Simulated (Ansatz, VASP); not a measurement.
Nb: VASP beside Ansatz

```xyz
1
Lattice="2.7563 0.0000 0.0000 0.0000 2.7563 0.0000 0.0000 0.0000 2.7563" Properties=species:S:1:pos:R:3 pbc="T T T"
Nb    0.0000    0.0000    0.0000
```

Alike in both runs: task single point; functional PBE; k mesh 13 × 13 × 13; occupations fermi-dirac, width 0.1 eV; no spin polarisation.

|  | VASP | Ansatz |
| --- | --- | --- |
| version | VASP 6.6.1 | Ansatz 0.2.0 |
| potentials or method | VASP PAW PBE potentials, release 64 (Nb_sv), cutoff 520 eV | plane waves (420 eV) with PAW, scalar-relativistic |
| valence electrons in the cell | 13 | 13 |

VASP gave:

* pressure (GPa): -5.3

Question: Estimate Ansatz's values.

Answer: Pressure (GPa): -5.1.

The functional is the same, so the differences come from potentials, cutoffs and numerics.
